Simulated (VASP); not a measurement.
# Te (P3_121) in VASP: settings compared

Te is run at these levels: RPBE+D4, r2SCAN, PBE0; tasks: single point, relaxation of cell and atoms.

Program: VASP 6.6.1. These are calculated values, not measurements. Logs are shortened: lines on timing, memory, paths and dates and some standing lists are left out, and cuts for length are marked.

## Step 1: The cell of the first run

The structure is trigonal, space group P3_121 (No. 152). The conventional cell has a = 4.513 Å, b = 4.513 Å, c = 6.002 Å, α = 90.00°, β = 90.00°, γ = 120.00°. Within 3.8 Å of Te (site symmetry 2) lie 6 Te at 2.90 to 3.51 Å.

## Step 2: Single point, RPBE+D4

The input, INCAR:

```
PREC = Accurate ; ENCUT = 520
EDIFF = 1E-6 ; ISMEAR = -1
SIGMA = 0.05 ; LREAL = False
LASPH = True ; NELM = 80
ALGO = Normal ; ISIF = 2
LWAVE = False ; LCHARG = True
GGA = RP ; IVDW = 13
LELF = True ; LVHAR = True
NBANDS = 16
```

The input, KPOINTS:

```
regular mesh
0
Gamma
  7 7 5
```

The input, POSCAR:

```
Te
1.0
    4.5126119846      0.0000000000      0.0000000000
   -2.2563059923      3.9080366161      0.0000000000
    0.0000000000      0.0000000000      6.0019563082
Te
3
Direct
    0.7310000000      0.7310000000      0.0000000000
    0.0000000000      0.2690000000      0.6666666667
    0.2690000000      0.0000000000      0.3333333333
```

Potentials or basis: VASP PAW PBE potentials, release 64 (Te).

Started as:

```bash
> cat potpaw_PBE.64/Te/POTCAR > POTCAR
> mpirun -np 1 vasp_std > vasp.out
```

OUTCAR:

```text
PREC = Accurate
   ENCUT = 520
   EDIFF = 1E-6
   ISMEAR = -1
   LREAL = False
   LASPH = True
   NELM = 80
   ISIF = 2
   GGA = RP
   IVDW = 13

 ion  position               nearest neighbor table
   1  0.731  0.731  0.000-   3 2.90   2 2.90   3 3.51   2 3.51   2 3.51   3 3.51
   2  0.000  0.269  0.667-   1 2.90   3 2.90   1 3.51   1 3.51   3 3.51   3 3.51
   3  0.269  0.000  0.333-   1 2.90   2 2.90   1 3.51   1 3.51   2 3.51   2 3.51

  LATTYP: Found a hexagonal cell.
 ALAT       =     4.5126119846
 C/A-ratio  =     1.3300404131

  Lattice vectors:

 A1 = (   4.5126119846,   0.0000000000,   0.0000000000)
 A2 = (  -2.2563059923,   3.9080366161,   0.0000000000)
 A3 = (   0.0000000000,   0.0000000000,   6.0019563082)

Analysis of symmetry for initial positions (statically):
=====================================================================
 Subroutine PRICEL returns:
 Original cell was already a primitive cell.

 Routine SETGRP: Setting up the symmetry group for a
 hexagonal supercell.

 Subroutine GETGRP returns: Found  6 space group operations
 (whereof  2 operations were pure point group operations)
 out of a pool of 24 trial point group operations.

The static configuration has the point symmetry C_2 .
 The point group associated with its full space group is D_3 .

Analysis of symmetry for dynamics (positions and initial velocities):
=====================================================================
 Subroutine PRICEL returns:
 Original cell was already a primitive cell.

 Routine SETGRP: Setting up the symmetry group for a
 hexagonal supercell.

 Subroutine GETGRP returns: Found  6 space group operations
 (whereof  2 operations were pure point group operations)
 out of a pool of 24 trial point group operations.

The dynamic configuration has the point symmetry C_2 .
 The point group associated with its full space group is D_3 .

 Subroutine INISYM returns: Found  6 space group operations
 (whereof  2 operations are pure point group operations),
 and found     1 'primitive' translations

----------------------------------------------------------------------------------------

                                     Primitive cell

  volume of cell :     105.8472

  direct lattice vectors                    reciprocal lattice vectors
     4.512611985  0.000000000  0.000000000     0.221601149  0.127941483  0.000000000
    -2.256305992  3.908036616  0.000000000     0.000000000  0.255882966  0.000000000
     0.000000000  0.000000000  6.001956308     0.000000000  0.000000000  0.166612342

  length of vectors
     4.512611985  4.512611985  6.001956308     0.255882966  0.255882966  0.166612342

  position of ions in fractional coordinates (direct lattice)
     0.731000000  0.731000000  0.000000000
     1.000000000  0.269000000  0.666666667
     0.269000000  0.000000000  0.333333333

  ion indices of the primitive-cell ions
   primitive index   ion index
                 1           1
                 2           2
                 3           3

----------------------------------------------------------------------------------------

 KPOINTS: regular mesh

Automatic generation of k-mesh.
 Grid dimensions read from file:
 generate k-points for:    7    7    5

 Generating k-lattice:

  Cartesian coordinates                     Fractional coordinates (reciprocal lattice)
     0.031657307  0.018277355  0.000000000     0.142857143  0.000000000  0.000000000
     0.000000000  0.036554709  0.000000000     0.000000000  0.142857143  0.000000000
     0.000000000  0.000000000  0.033322468     0.000000000  0.000000000  0.200000000

  Length of vectors
     0.036554709  0.036554709  0.033322468

  Shift w.r.t. Gamma in fractional coordinates (k-lattice)
     0.000000000  0.000000000  0.000000000

 Subroutine IBZKPT returns following result:
 ===========================================

 Found     32 irreducible k-points:

 Following reciprocal coordinates:
            Coordinates               Weight
  0.000000  0.000000  0.000000      1.000000
  0.142857  0.000000  0.000000      6.000000
  0.285714  0.000000  0.000000      6.000000
  0.428571  0.000000  0.000000      6.000000
  0.142857  0.142857  0.000000      6.000000
  0.285714  0.142857  0.000000     12.000000
[... 16 lines left out ...]
  0.000000  0.142857  0.400000      6.000000
  0.285714  0.000000  0.400000      6.000000
 [... further k-points ...]
   k-points           NKPTS =     32   k-points in BZ     NKDIM =     32   number of bands    NBANDS=     16
   number of dos      NEDOS =    301   number of ions     NIONS =      3
   total plane-waves  NPLWV =  62208
   dimension x,y,z NGX =    36 NGY =   36 NGZ =   48
   dimension x,y,z NGXF=    72 NGYF=   72 NGZF=   96
   ions per type =               3
   NGX,Y,Z   is equivalent  to a cutoff of  13.26, 13.26, 13.30 a.u.
   NGXF,Y,Z  is equivalent  to a cutoff of  26.53, 26.53, 26.59 a.u.
 SYSTEM =  unknown system
   PREC   = accura    normal or accurate (medium, high low for compatibility)
   ISTART =      0    job   : 0-new  1-cont  2-samecut
   ICHARG =      2    charge: 1-file 2-atom 10-const
   ISPIN  =      1    spin polarized calculation?
   LNONCOLLINEAR =      F non collinear calculations
   LSORBIT =      F    spin-orbit coupling
   LASPH  =      T    aspherical Exc in radial PAW
   ENCUT  =  520.0 eV  38.22 Ry    6.18 a.u.   8.39  8.39 11.16*2*pi/ulx,y,z
   NELM   =     80;   NELMIN=  2; NELMDL= -5     # of ELM steps
   EDIFF  = 0.1E-05   stopping-criterion for ELM
   LREAL  =      F    real-space projection
   EDIFFG = 0.1E-04   stopping-criterion for IOM
   NSW    =      0    number of steps for IOM
   IBRION =     -1    ionic relax: 0-MD 1-quasi-New 2-CG
   NFREE  =      0    steps in history (QN), initial steepest desc. (CG)
   ISIF   =      2    stress and relaxation
   ISYM   =      2    0-nonsym 1-usesym 2-fastsym
   POTIM  = 0.5000    time-step for ionic-motion
   TEBEG  =    0.0;   TEEND  =   0.0 temperature during run
   PSTRESS=    0.0 pullay stress
   NELECT =      18.0000    total number of electrons
   NUPDOWN=      -1.0000    fix difference up-down
   EMIN   =  10.00;   EMAX   =-10.00  energy-range for DOS
   EFERMI =   0.00;   METHOD = LEGACY
   ISMEAR =    -1;   SIGMA  =   0.05  broadening in eV -4-tet -1-fermi 0-gaus
   EFERMI_NEDOS =   21; number of points for ismear=-14 and -15
   IALGO  =     38    algorithm
   IMIX   =      4    mixing-type and parameters
     AMIX     =   0.40;   BMIX     =  1.00
     AMIX_MAG =   1.60;   BMIX_MAG =  1.00
  volume/ion in A,a.u.               =      35.28       238.10
  Fermi-wavevector in a.u.,A,eV,Ry     =   0.906997  1.713976 11.192745  0.822644
  Thomas-Fermi vector in A             =   2.030752
   LORBIT       =      0    0 simple, 1 ext, 2 COOP (PROOUT), +10 PAW based schemes
   GGA     = RP    functional components
   LHFCALC =     F    Hartree Fock is set to
   AEXX    =    0.0000 exact exchange contribution
   IVDW    =    13    specifies the selected vdW correction
   LEPSILON=     F    determine dielectric tensor
   LRPA    =     F    only Hartree local field effects (RPA)
 non-spin polarized calculation
  energy-cutoff  :      520.00
  volume of cell :      105.85
 maximum number of plane-waves:      2878
 NGX is ok and might be reduce to    36
   NGX = 17   NGY = 17   NGZ = 23

 number of electron      17.9999999 magnetization

 Free energy of the ion-electron system (eV)
  ---------------------------------------------------
  ext. energy  EPLUGINS =         0.00000000
  ---------------------------------------------------
  free energy    TOTEN  =        -8.37810007 eV

  energy without entropy =       -8.37802471  energy(sigma->0) =       -8.37806239

 E-fermi :   5.7553     XC(G=0):  -8.7748

 val. band max:        5.3965262087   @ k =   0.2857   0.2857   0.4000
 cond. band min:       6.0688223157   @ k =   0.0000   0.0000   0.4000
 fundamental gap:      0.6722961070
 Fermi energy:         5.7553444511

 k-point     1 :       0.0000    0.0000    0.0000
  band No.  band energies     occupation
      1      -7.7393      2.00000
      2      -4.6232      2.00000
      3      -4.6232      2.00000
      4       2.6510      2.00000
      5       2.8884      2.00000
      6       2.8884      2.00000
[... 8 lines left out ...]
     15      11.6042      0.00000
     16      11.9033      0.00000

 k-point     2 :       0.1429    0.0000    0.0000
  band No.  band energies     occupation
      1      -7.6102      2.00000
      2      -4.6705      2.00000
      3      -4.5933      2.00000
      4       1.8244      2.00000
      5       2.3477      2.00000
      6       2.6622      2.00000
[... 8 lines left out ...]
     15      11.7524      0.00000
     16      12.0431      0.00000

 k-point     3 :       0.2857    0.0000    0.0000
  band No.  band energies     occupation
      1      -7.2561      2.00000
      2      -4.8858      2.00000
      3      -4.5178      2.00000
      4       1.0809      2.00000
      5       1.7126      2.00000
      6       2.2453      2.00000
[... 8 lines left out ...]
     15      12.3068      0.00000
     16      13.0125      0.00000

 k-point     4 :       0.4286    0.0000    0.0000
  band No.  band energies     occupation
      1      -6.8413      2.00000
      2      -5.2423      2.00000
      3      -4.4496      2.00000
      4       0.9549      2.00000
      5       1.3863      2.00000
      6       2.0630      2.00000
[... 8 lines left out ...]
     15      13.6599      0.00000
     16      14.1807      0.00000
[... 324 lines left out ...]
 k-point    22 :       0.1429    0.0000    0.4000
  band No.  band energies     occupation
      1      -7.0810      2.00000
      2      -6.4327      2.00000
      3      -3.0761      2.00000
      4       1.7784      2.00000
      5       2.7104      2.00000
      6       2.9615      2.00000
[... 8 lines left out ...]
     15      11.3345      0.00000
     16      12.0233      0.00000

 k-point    23 :       0.0000    0.1429    0.4000
  band No.  band energies     occupation
      1      -7.0757      2.00000
      2      -6.4424      2.00000
      3      -3.0550      2.00000
      4       1.7059      2.00000
      5       2.4277      2.00000
      6       2.8984      2.00000
[... 8 lines left out ...]
     15      11.5380      0.00000
     16      12.2503      0.00000

 k-point    24 :       0.2857    0.0000    0.4000
  band No.  band energies     occupation
      1      -6.7917      2.00000
      2      -6.1536      2.00000
      3      -3.6976      2.00000
      4       1.2527      2.00000
      5       2.2415      2.00000
      6       2.4344      2.00000
[... 8 lines left out ...]
     15      11.6786      0.00000
     16      12.2672      0.00000

 [... further k-points ...]

------------------------ aborting loop because EDIFF is reached ----------------------------------------

  DFT-D4 for vdW energy calculation

  Edisp (eV):   -2.48073

  FORCE on cell =-STRESS in cart. coord.  units (eV):
  Direction    XX          YY          ZZ          XY          YZ          ZX
  --------------------------------------------------------------------------------------
  -------------------------------------------------------------------------------------
  Total      -2.24780    -2.24780    -2.32064     0.00000     0.00000     0.00000
  in kB     -34.02430   -34.02430   -35.12687     0.00000     0.00000     0.00000
  external pressure =      -34.39 kB  Pullay stress =        0.00 kB

 VOLUME and BASIS-vectors are now :
 -----------------------------------------------------------------------------
  energy-cutoff  :      520.00
  volume of cell :      105.85
      direct lattice vectors                 reciprocal lattice vectors
     4.512611985  0.000000000  0.000000000     0.221601149  0.127941483  0.000000000
    -2.256305992  3.908036616  0.000000000     0.000000000  0.255882966  0.000000000
     0.000000000  0.000000000  6.001956308     0.000000000  0.000000000  0.166612342

 POSITION                                       TOTAL-FORCE (eV/Angst)
 -----------------------------------------------------------------------------------
      1.64936      2.85677      0.00000         0.000545      0.000944      0.000000
     -0.60695      1.05126      4.00130         0.000545     -0.000944     -0.000000
      1.21389      0.00000      2.00065        -0.001090      0.000000      0.000000
 -----------------------------------------------------------------------------------
    total drift:                                0.000000     -0.000000      0.000000

  FREE ENERGIE OF THE ION-ELECTRON SYSTEM (eV)
  ---------------------------------------------------
  free  energy   TOTEN  =       -10.8588251619 eV

  energy  without entropy=      -10.8587498012  energy(sigma->0) =      -10.85878748
```

Run time: 94 s. Hardware: 1 thread of Intel Xeon 8259CL, shared host; peak memory 0.25 GiB.

What came out:

```yaml
Free_energy: -10.8588 eV
Pressure: -3.4 GPa
Band_gap_on_the_k_mesh: 0.67 eV (least direct gap 0.78 eV)
Dispersion_energy_per_atom: -0.827 eV
```

Stress tensor (GPa, compression positive):
```
-3.40  0.00  0.00
 0.00 -3.40  0.00
 0.00  0.00 -3.51
```

Caveat: the cell stands under tension; semilocal functionals underestimate gaps, and a narrow one can read as zero; the PAW data sets were made with another functional, which shifts forces and pressure a little; spin-orbit coupling is left out, which moves the levels of the heavy elements. Expect the measured gap to be larger: semilocal functionals such as RPBE lack the derivative discontinuity.

## Step 3: Single point, RPBE+D4

This run uses another cell than the first one, of 35.96 Å³/atom.

The input, INCAR:

```
SYSTEM = Te
PREC = Accurate
ENCUT = 520
EDIFF = 1E-6
ISMEAR = -1
SIGMA = 0.05
LREAL = .FALSE.
LASPH = .TRUE.
NELM = 80
ALGO = Normal
ISIF = 2
LWAVE = .FALSE.
LCHARG = .TRUE.
GGA = RP
IVDW = 13
LELF = .TRUE.
LVHAR = .TRUE.
NBANDS = 16
```

The input, KPOINTS:

```
regular mesh
0
G
  7 7 5
  0 0 0
```

The input, POSCAR:

```
Te
1.0
    4.5413555111      0.0000000000      0.0000000000
   -2.2706777555      3.9329292402      0.0000000000
    0.0000000000      0.0000000000      6.0401863600
Te
3
Direct
    0.7310000000      0.7310000000      0.0000000000
    0.0000000000      0.2690000000      0.6666666667
    0.2690000000      0.0000000000      0.3333333333
```

Potentials or basis: VASP PAW PBE potentials, release 64 (Te).

Started as:

```bash
> cat potpaw_PBE.64/Te/POTCAR > POTCAR
> mpirun -np 1 vasp_std > vasp.out
```

Wall time 87 s (1 thread of Intel Xeon 8259CL, shared host); peak memory 0.25 GiB.

Results (log left out):

| Item | Value |
| --- | --- |
| Free energy | -10.8109 eV |
| Pressure | -4.1 GPa |
| Largest force | 0.092 eV/Å |
| Band gap on the k mesh | 0.68 eV (least direct gap 0.77 eV) |
| Dispersion energy per atom | -0.809 eV |

Forces in eV/Å, atoms in the order of the input:
```
Te   0.046  0.080  0.000
Te   0.046 -0.080  0.000
Te  -0.092  0.000  0.000
```

Stress tensor (GPa, compression positive):
```
-3.94  0.00  0.00
 0.00 -3.94  0.00
 0.00  0.00 -4.40
```

Levels at points of the mesh, in eV from the valence-band top:
```
           k point  band 5  band 6  band 7  band 8  band 9  band 10  band 11  band 12  band 13  band 14
(0.00, 0.00, 0.00)   -2.47   -2.47   -1.36   -1.36   -0.59     1.13     1.13     1.74     5.33     5.33
```

Caveat: the cell stands under tension; semilocal functionals underestimate gaps, and a narrow one can read as zero; the PAW data sets were made with another functional, which shifts forces and pressure a little; spin-orbit coupling is left out, which moves the levels of the heavy elements.

## Step 4: Single point, r2SCAN

This run uses another cell than the first one, of 36.39 Å³/atom.

The input, POSCAR:

```
Te
1.0
    4.6196291199      0.0000000000      0.0000000000
   -2.3098145600      4.0007161739      0.0000000000
    0.0000000000      0.0000000000      5.9061124548
Te
3
Direct
    0.7464159219      0.7464159219      0.0000000000
    0.0000000000      0.2535840781      0.6666666667
    0.2535840781      0.0000000000      0.3333333333
```

The input, INCAR.step1:

```
ALGO = Normal
EDIFF = 1E-4
ENCUT = 520
GGA = PE
ISMEAR = -1
LASPH = T
LCHARG = F
LREAL = F
LWAVE = T
NBANDS = 16
NELM = 100
PREC = Accurate
SIGMA = 0.05
```

The input, INCAR.step2:

```
ALGO = Normal
EDIFF = 1E-7
ENCUT = 520
ISIF = 2
ISMEAR = -1
ISTART = 1
LASPH = T
LCHARG = F
LMIXTAU = T
LREAL = F
LWAVE = F
METAGGA = R2SCAN
NBANDS = 16
NELM = 100
PREC = Accurate
SIGMA = 0.05
```

The input, KPOINTS:

```
k-points
0
Gamma
  7 7 5
```

Started as:

```bash
> cat potpaw_PBE.64/Te/POTCAR > POTCAR
> cp INCAR.step1 INCAR
> mpirun -np 1 vasp_std > vasp.out
> cp INCAR.step2 INCAR
> mpirun -np 1 vasp_std > vasp.out
```

Run time: 5.9 min. Hardware: 1 thread of Intel Xeon 8259CL, shared host; peak memory 0.27 GiB.

It converged, with:

| Quantity | Value |
| --- | --- |
| Free energy | -76.2463 eV |
| Pressure | 0.0 GPa |
| Largest force | 0.029 eV/Å |
| Band gap on the k mesh | 0.97 eV (least direct gap 1.09 eV) |

Forces on the atoms (eV/Å):
```
Te  -0.014 -0.025  0.000
Te  -0.014  0.025  0.000
Te   0.029  0.000  0.000
```

Levels at points of the mesh, in eV from the valence-band top:
```tsv
k point	band 7	band 8	band 9	band 10	band 11	band 12
(0.00, 0.00, 0.00)	-1.51	-1.51	-0.49	1.40	1.40	1.93
```

Caveat: the PAW data sets were made with another functional, which shifts forces and pressure a little; spin-orbit coupling is left out, which moves the levels of the heavy elements. r2SCAN opens gaps a little over a GGA but as a rule still falls short of measured ones.

(Continued in part 2 of 2.)
